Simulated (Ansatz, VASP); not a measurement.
## Two plane-wave programs on PbS

```
Pb S
1.0
     0.00000    2.97620    2.97620
     2.97620    0.00000    2.97620
     2.97620    2.97620    0.00000
Pb S
1 1
Direct
  0.00000 0.00000 0.00000
  0.50000 0.50000 0.50000
```

Alike in both runs: task single point; functional LDA; k mesh 7 × 7 × 7; no spin polarisation.

|  | VASP | Ansatz |
| --- | --- | --- |
| version | VASP 6.6.1 | Ansatz 0.2.0 |
| potentials or method | VASP PAW LDA potentials, release 64 (Pb_d, S), cutoff 520 eV | PAW plane waves |
| occupations | fermi-dirac, width 0.1 eV | fermi-dirac |
| valence electrons in the cell | 20 | 20 |

|  | VASP | Ansatz | Ansatz less VASP |
| --- | --- | --- | --- |
| pressure (GPa) | -3.2 | -3.2 | -0.04 |

LDA's correlation is that of Perdew and Zunger in VASP and of Perdew and Wang (1992) in Ansatz.

Neither program's run includes spin-orbit coupling.
